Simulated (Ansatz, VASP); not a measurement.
# One calculation of NiO, two programs

```
CELL_PARAMETERS angstrom
0.00000 2.08590 2.08590
2.08590 0.00000 2.08590
2.08590 2.08590 0.00000
ATOMIC_POSITIONS crystal
Ni 0.00000 0.00000 0.00000
O 0.50000 0.50000 0.50000
```

Alike in both runs: functional PBE; k mesh 11 × 11 × 11; occupations fermi-dirac, width 0.05 eV; collinear spin; Hubbard terms Ni d U = 6.0 eV.

```csv
,VASP,Ansatz
version,VASP 6.6.1,Ansatz 0.2.0
potentials or method,"VASP PAW PBE potentials, release 64 (Ni, O)",Ansatz PAW
plane-wave cutoff (eV),520,420
valence electrons in the cell,16,24
task,single point,band structure
```

|  | VASP | Ansatz | Ansatz less VASP |
| --- | --- | --- | --- |
| gap on the k mesh at the Fermi level (eV) | 2.43 | 2.16 | -0.269 |
| least direct gap on the mesh (eV) | 3.07 | 2.84 | -0.238 |
| pressure (GPa) | 3.7 | 14.1 | +10.48 |
| net moment per atom (μB) | 1.00 | 1.00 | 0.000 |
| size of the moment on the site where the two differ most (μB) | 1.82 | 1.72 | -0.100 |

Site moments also hang on the region over which each program counts them. The programs project onto different local orbitals, so the same U acts differently, and such runs can settle in different states. VASP's potentials hold 16 valence electrons a cell and Ansatz's 24, so a difference there can come from the potentials and not from the codes.

Noted on Ansatz's run: the magnetic or orbital state may not be the lowest.
